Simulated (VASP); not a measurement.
# Ir2Rh (P-6m2) in VASP: single point with PBE

Aim: the single point of Ir2Rh with PBE.

All numbers are computed with VASP 6.6.1; they aren't measurements. Logs are shortened: lines on timing, memory, paths and dates and some standing lists are left out, and cuts for length are marked.

## Step 1: The cell of the first run

Symmetry: P-6m2, No. 187, hexagonal system. The conventional cell has a = 2.728 Å, b = 2.728 Å, c = 13.033 Å, α = 90.00°, β = 90.00°, γ = 120.00°. Ir (site symmetry -6m2) has 6 Rh at 2.68 Å and 6 Ir at 2.73 Å within 3.5 Å. Within 3.5 Å of Ir (site symmetry 3m) lie 3 Rh at 2.68 Å and 9 Ir at 2.68 to 2.73 Å. Within 3.5 Å of Ir (site symmetry -6m2) lie 12 Ir at 2.68 to 2.73 Å. Rh (site symmetry 3m) has 6 Ir at 2.68 Å and 6 Rh at 2.73 Å within 3.5 Å.

## Step 2: Single point, PBE

Contents of INCAR:

```
ALGO = Normal ; EDIFF = 1E-6
ENCUT = 520 ; GGA = PE
ISIF = 2 ; ISMEAR = 0
LASPH = True ; LCHARG = False
LREAL = False ; LWAVE = False
NBANDS = 42 ; NELM = 80
PREC = Accurate ; SIGMA = 0.1
```

Contents of KPOINTS:

```
k-points
0
Gamma
  6 6 2
```

Contents of POSCAR:

```
Ir2Rh
1.0
    2.7279355900      0.0000000000      0.0000000000
   -1.3639678000      2.3624615200      0.0000000000
    0.0000000000      0.0000000000     13.0328129400
Ir Rh
4 2
Direct
    0.3333333300      0.6666666700      0.0000000000
    0.3333333300      0.6666666700      0.3333333300
    0.3333333300      0.6666666700      0.6666666700
    0.6666666700      0.3333333300      0.5000000000
    0.6666666700      0.3333333300      0.1666666700
    0.6666666700      0.3333333300      0.8333333300
```

Potentials or basis: VASP PAW PBE potentials, release 64 (Ir, Rh_pv).

Launch:

```sh
> cat potpaw_PBE.64/Ir/POTCAR potpaw_PBE.64/Rh_pv/POTCAR > POTCAR
> mpirun -np 1 vasp_std > vasp.out
```

OUTCAR:

```text
EDIFF = 1E-6
   ENCUT = 520
   GGA = PE
   ISIF = 2
   ISMEAR = 0
   LASPH = True
   LREAL = False
   NELM = 80
   PREC = Accurate

 ion  position               nearest neighbor table
   1  0.333  0.667  0.000-   5 2.68   6 2.68   5 2.68   6 2.68   5 2.68   6 2.68
   2  0.333  0.667  0.333-   5 2.68   5 2.68   5 2.68   4 2.68   4 2.68   4 2.68
   3  0.333  0.667  0.667-   6 2.68   6 2.68   6 2.68   4 2.68   4 2.68   4 2.68
   4  0.667  0.333  0.500-   2 2.68   3 2.68   2 2.68   3 2.68   2 2.68   3 2.68
   5  0.667  0.333  0.167-   2 2.68   2 2.68   2 2.68   1 2.68   1 2.68   1 2.68
   6  0.667  0.333  0.833-   3 2.68   3 2.68   3 2.68   1 2.68   1 2.68   1 2.68

  LATTYP: Found a hexagonal cell.
 ALAT       =     2.7279355900
 C/A-ratio  =     4.7775368992

  Lattice vectors:

 A1 = (   2.7279355900,   0.0000000000,   0.0000000000)
 A2 = (  -1.3639678000,   2.3624615200,   0.0000000000)
 A3 = (   0.0000000000,   0.0000000000,  13.0328129400)

Analysis of symmetry for initial positions (statically):
=====================================================================
 Subroutine PRICEL returns:
 Original cell was already a primitive cell.

 Routine SETGRP: Setting up the symmetry group for a
 hexagonal supercell.

 Subroutine GETGRP returns: Found 12 space group operations
 (whereof 12 operations were pure point group operations)
 out of a pool of 24 trial point group operations.

The static configuration has the point symmetry D_3h.

Analysis of symmetry for dynamics (positions and initial velocities):
=====================================================================
 Subroutine PRICEL returns:
 Original cell was already a primitive cell.

 Routine SETGRP: Setting up the symmetry group for a
 hexagonal supercell.

 Subroutine GETGRP returns: Found 12 space group operations
 (whereof 12 operations were pure point group operations)
 out of a pool of 24 trial point group operations.

The dynamic configuration has the point symmetry D_3h.

 Subroutine INISYM returns: Found 12 space group operations
 (whereof 12 operations are pure point group operations),
 and found     1 'primitive' translations

----------------------------------------------------------------------------------------

                                     Primitive cell

  volume of cell :      83.9918

  direct lattice vectors                    reciprocal lattice vectors
     2.727935590  0.000000000  0.000000000     0.366577570  0.211643660  0.000000000
    -1.363967800  2.362461520  0.000000000     0.000000000  0.423287318  0.000000000
     0.000000000  0.000000000 13.032812940     0.000000000  0.000000000  0.076729406

  length of vectors
     2.727935590  2.727935592 13.032812940     0.423287318  0.423287318  0.076729406

  position of ions in fractional coordinates (direct lattice)
     0.333333330  0.666666670  0.000000000
     0.333333330  0.666666670  0.333333330
     0.333333330  0.666666670  0.666666670
     0.666666670  0.333333330  0.500000000
     0.666666670  0.333333330  0.166666670
     0.666666670  0.333333330  0.833333330

  ion indices of the primitive-cell ions
   primitive index   ion index
                 1           1
                 2           2
                 3           3
                 4           4
                 5           5
                 6           6

----------------------------------------------------------------------------------------

 KPOINTS: k-points

Automatic generation of k-mesh.
 Grid dimensions read from file:
 generate k-points for:    6    6    2

 Generating k-lattice:

  Cartesian coordinates                     Fractional coordinates (reciprocal lattice)
     0.061096262  0.035273943  0.000000000     0.166666667  0.000000000  0.000000000
     0.000000000  0.070547886  0.000000000     0.000000000  0.166666667  0.000000000
     0.000000000  0.000000000  0.038364703     0.000000000  0.000000000  0.500000000

  Length of vectors
     0.070547886  0.070547886  0.038364703

  Shift w.r.t. Gamma in fractional coordinates (k-lattice)
     0.000000000  0.000000000  0.000000000

 Subroutine IBZKPT returns following result:
 ===========================================

 Found     14 irreducible k-points:

 Following reciprocal coordinates:
            Coordinates               Weight
  0.000000  0.000000  0.000000      1.000000
  0.166667 -0.000000  0.000000      6.000000
  0.333333  0.000000  0.000000      6.000000
  0.500000  0.000000  0.000000      3.000000
  0.166667  0.166667  0.000000      6.000000
  0.333333  0.166667  0.000000     12.000000
  0.333333  0.333333  0.000000      2.000000
  0.000000  0.000000  0.500000      1.000000
  0.166667 -0.000000  0.500000      6.000000
  0.333333  0.000000  0.500000      6.000000
  0.500000  0.000000  0.500000      3.000000
  0.166667  0.166667  0.500000      6.000000
  0.333333  0.166667  0.500000     12.000000
  0.333333  0.333333  0.500000      2.000000
   k-points           NKPTS =     14   k-points in BZ     NKDIM =     14   number of bands    NBANDS=     42
   number of dos      NEDOS =    301   number of ions     NIONS =      6
   total plane-waves  NPLWV =  39200
   dimension x,y,z NGX =    20 NGY =   20 NGZ =   98
   dimension x,y,z NGXF=    40 NGYF=   40 NGZF=  196
   ions per type =               4   2
   NGX,Y,Z   is equivalent  to a cutoff of  12.19, 12.19, 12.50 a.u.
   NGXF,Y,Z  is equivalent  to a cutoff of  24.38, 24.38, 25.00 a.u.
 SYSTEM =  unknown system
   PREC   = accura    normal or accurate (medium, high low for compatibility)
   ISTART =      0    job   : 0-new  1-cont  2-samecut
   ICHARG =      2    charge: 1-file 2-atom 10-const
   ISPIN  =      1    spin polarized calculation?
   LNONCOLLINEAR =      F non collinear calculations
   LSORBIT =      F    spin-orbit coupling
   LASPH  =      T    aspherical Exc in radial PAW
   ENCUT  =  520.0 eV  38.22 Ry    6.18 a.u.   5.07  5.07 24.23*2*pi/ulx,y,z
   NELM   =     80;   NELMIN=  2; NELMDL= -5     # of ELM steps
   EDIFF  = 0.1E-05   stopping-criterion for ELM
   LREAL  =      F    real-space projection
   EDIFFG = 0.1E-04   stopping-criterion for IOM
   NSW    =      0    number of steps for IOM
   IBRION =     -1    ionic relax: 0-MD 1-quasi-New 2-CG
   NFREE  =      0    steps in history (QN), initial steepest desc. (CG)
   ISIF   =      2    stress and relaxation
   ISYM   =      2    0-nonsym 1-usesym 2-fastsym
   POTIM  = 0.5000    time-step for ionic-motion
   TEBEG  =    0.0;   TEEND  =   0.0 temperature during run
   PSTRESS=    0.0 pullay stress
   NELECT =      66.0000    total number of electrons
   NUPDOWN=      -1.0000    fix difference up-down
   EMIN   =  10.00;   EMAX   =-10.00  energy-range for DOS
   EFERMI =   0.00;   METHOD = LEGACY
   ISMEAR =     0;   SIGMA  =   0.10  broadening in eV -4-tet -1-fermi 0-gaus
   EFERMI_NEDOS =   21; number of points for ismear=-14 and -15
   IALGO  =     38    algorithm
   IMIX   =      4    mixing-type and parameters
     AMIX     =   0.40;   BMIX     =  1.00
     AMIX_MAG =   1.60;   BMIX_MAG =  1.00
  volume/ion in A,a.u.               =      14.00        94.47
  Fermi-wavevector in a.u.,A,eV,Ry     =   1.510696  2.854802 31.051257  2.282203
  Thomas-Fermi vector in A             =   2.620852
   LORBIT       =      0    0 simple, 1 ext, 2 COOP (PROOUT), +10 PAW based schemes
   GGA     = PE    functional components
   LHFCALC =     F    Hartree Fock is set to
   AEXX    =    0.0000 exact exchange contribution
   IVDW    =     0    specifies the selected vdW correction
   LEPSILON=     F    determine dielectric tensor
   LRPA    =     F    only Hartree local field effects (RPA)
 non-spin polarized calculation
 Gauss-broadening in eV      SIGMA  =   0.10
  energy-cutoff  :      520.00
  volume of cell :       83.99
 maximum number of plane-waves:      2282
   NGX = 11   NGY = 11   NGZ = 49

 number of electron      66.0000015 magnetization

 Free energy of the ion-electron system (eV)
  ---------------------------------------------------
  ext. energy  EPLUGINS =         0.00000000
  ---------------------------------------------------
  free energy    TOTEN  =       -49.49698295 eV

  energy without entropy =      -49.45730760  energy(sigma->0) =      -49.47714528

 E-fermi :  10.9280     XC(G=0): -14.0089

 val. band max:       10.8944741785   @ k =   0.3333   0.3333   0.0000
 cond. band min:      10.9320786836   @ k =   0.3333   0.3333   0.5000
 fundamental gap:      0.0376045050
 Fermi energy:        10.9280021043

 k-point     1 :       0.0000    0.0000    0.0000
  band No.  band energies     occupation
      1     -36.0666      2.00000
      2     -36.0606      2.00000
      3     -35.6475      2.00000
      4     -35.6475      2.00000
      5     -35.6474      2.00000
      6     -35.6474      2.00000
[... 34 lines left out ...]
     41      11.2660      0.00000
     42      11.2660      0.00000

 k-point     2 :       0.1667   -0.0000    0.0000
  band No.  band energies     occupation
      1     -36.0491      2.00000
      2     -36.0449      2.00000
      3     -35.7707      2.00000
      4     -35.7703      2.00000
      5     -35.6771      2.00000
      6     -35.6769      2.00000
[... 34 lines left out ...]
     41      12.4121      0.00000
     42      15.0488      0.00000

 k-point     3 :       0.3333    0.0000    0.0000
  band No.  band energies     occupation
      1     -36.0146      2.00000
      2     -36.0139      2.00000
      3     -36.0120      2.00000
      4     -36.0108      2.00000
      5     -35.7358      2.00000
      6     -35.7354      2.00000
[... 447 lines left out ...]
      4     -35.9967      2.00000
      5     -35.8279      2.00000
      6     -35.8278      2.00000
[... 34 lines left out ...]
     41      17.3251      0.00000
     42      17.4269      0.00000

 k-point    14 :       0.3333    0.3333    0.5000
  band No.  band energies     occupation
      1     -35.9898      2.00000
      2     -35.9890      2.00000
      3     -35.9879      2.00000
      4     -35.9870      2.00000
      5     -35.9857      2.00000
      6     -35.9849      2.00000
[... 34 lines left out ...]
     41      17.7559      0.00000
     42      17.7791      0.00000

------------------------ aborting loop because EDIFF is reached ----------------------------------------

  FORCE on cell =-STRESS in cart. coord.  units (eV):
  Direction    XX          YY          ZZ          XY          YZ          ZX
  --------------------------------------------------------------------------------------
  -------------------------------------------------------------------------------------
  Total        5.6574170      5.6574170      5.1438061     -0.0000000      0.0000000     -0.0000000
  in kB      107.9174705    107.9174704     98.1201398     -0.0000002      0.0000000     -0.0000000
  external PRESSURE =     104.6516936 kB  Pullay stress =       0.0000000 kB

 VOLUME and BASIS-vectors are now :
 -----------------------------------------------------------------------------
  energy-cutoff  :      520.00
  volume of cell :       83.99
      direct lattice vectors                 reciprocal lattice vectors
     2.727935590  0.000000000  0.000000000     0.366577570  0.211643660  0.000000000
    -1.363967800  2.362461520  0.000000000     0.000000000  0.423287318  0.000000000
     0.000000000  0.000000000 13.032812940     0.000000000  0.000000000  0.076729406

 POSITION                                       TOTAL-FORCE (eV/Angst)
 -----------------------------------------------------------------------------------
     -0.00000      1.57497      0.00000         0.000000     -0.000000     -0.000000
     -0.00000      1.57497      4.34427         0.000000     -0.000000     -0.006044
     -0.00000      1.57497      8.68854         0.000000     -0.000000      0.006044
      1.36397      0.78749      6.51641         0.000000     -0.000000     -0.000000
      1.36397      0.78749      2.17214        -0.000000     -0.000000     -0.137733
      1.36397      0.78749     10.86068        -0.000000      0.000000      0.137733
 -----------------------------------------------------------------------------------
    total drift:                               -0.000026      0.000015      0.000000

  FREE ENERGIE OF THE ION-ELECTRON SYSTEM (eV)
  ---------------------------------------------------
  free  energy   TOTEN  =       -49.4969829549 eV

  energy  without entropy=      -49.4573075995  energy(sigma->0) =      -49.47714528
```

Wall time 94 s (1 thread of Intel Xeon 8259CL, shared host); peak memory 0.21 GiB.

Results:

* Free energy: -49.4970 eV
* Pressure: 10.5 GPa
* Largest force: 0.138 eV/Å
* Band gap on the k mesh: zero (bands 33 and 34 overlap by 2.74 eV)

Forces in eV/Å, atoms in the order of the input:
```
Ir   0.000  0.000  0.000
Ir   0.000  0.000 -0.006
Ir   0.000  0.000  0.006
Ir   0.000  0.000  0.000
Rh   0.000  0.000 -0.138
Rh   0.000  0.000  0.138
```

Stress tensor (GPa, compression positive):
```
10.79  0.00  0.00
 0.00 10.79  0.00
 0.00  0.00  9.81
```

Caveat: the k points lie up to 0.44 Å⁻¹ apart, too coarse for converged energies and pressures of a metal; spin-orbit coupling is left out, which moves the levels of the heavy elements.

The gap in the log of VASP goes by the Fermi energy; the results here count the filled bands.